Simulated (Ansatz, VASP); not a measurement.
Two plane-wave programs on Ag

File INCAR:

```
ALGO     = Normal         # electronic algorithm
EDIFF    = 1E-6           # SCF threshold, eV
ENCUT    = 520            # plane-wave cutoff, eV
GGA      = PE             # functional
ISIF     = 2              # what is computed and relaxed
ISMEAR   = 0              # smearing method
LASPH    = True           # aspherical terms in the spheres
LCHARG   = False          # write CHGCAR
LREAL    = False          # projectors in reciprocal space
LWAVE    = False          # write WAVECAR
NBANDS   = 12             # bands
NELM     = 100            # most SCF steps
PREC     = Accurate       # precision mode
SIGMA    = 0.0482         # smearing width, eV
```

KPOINTS

```
k-points
0
Gamma
  13 13 13
```

POSCAR

```
Ag
1.0
    2.7253710000      0.0000000000      0.0000000000
    0.9088500000      2.5693670000      0.0000000000
    0.9088500000      0.6425530000      2.4877240000
Ag
1
Direct
    0.0000000000      0.0000000000      0.0000000000
```

Input for Ansatz:

```yaml
crystal:
  lattice:
    - [2.725371, 0.0, 0.0]
    - [0.90885, 2.569367, 0.0]
    - [0.90885, 0.642553, 2.487724]
  atoms:
    - { symbol: Ag, position: [0.0, 0.0, 0.0] }
  symmetry: { tolerance: 0.0003 }
kpoints:
  mp_grid: { grid: [13, 13, 13], shift: [0, 0, 0] }
magnetization:
  spin_polarized: false
scf:
  occupations: { method: gaussian, width: 0.0482 }
  lower_state_search: "off"
  max_iter: 200
hamiltonian:
  pseudopotentials: { kind: paw }
  xc: pbe
basis:
  ecutwfc: 420
  fft_grid_basis: typed
output:
  forces: true
  stress: true
  eigenvalues: true
  bader: true
  populations: true
  elf: true
  write_potential: true
  volumetric_format: npy
  dos:
    e_range: [-12, 8]
    de: 0.05
    projected: { site_lists: { Ag: [Ag] } }
  write_density: true
checkpoint:
  read: saved_state
```

Alike in both runs: task single point; functional PBE; k mesh 13 × 13 × 13; occupations gaussian, width 0.0482 eV; no spin polarisation.

|  | VASP | Ansatz |
| --- | --- | --- |
| version | VASP 6.6.1 | Ansatz 0.2.0 |
| potentials or method | VASP PAW PBE potentials, release 64 (Ag), cutoff 520 eV | PAW plane waves |
| valence electrons in the cell | 11 | 19 |

Ansatz gave:

- pressure (GPa): 7.4
- traceless stress, the component that is largest in VASP (GPa): 5.62

Problem. Which values does VASP return?

Solution. Pressure (GPa): 7.2; traceless stress, the component that is largest in VASP (GPa): 5.57.

VASP's potentials hold 11 valence electrons a cell and Ansatz's 19, so a difference there can come from the potentials and not from the codes. Ansatz's warnings: structure snapped to symmetry.
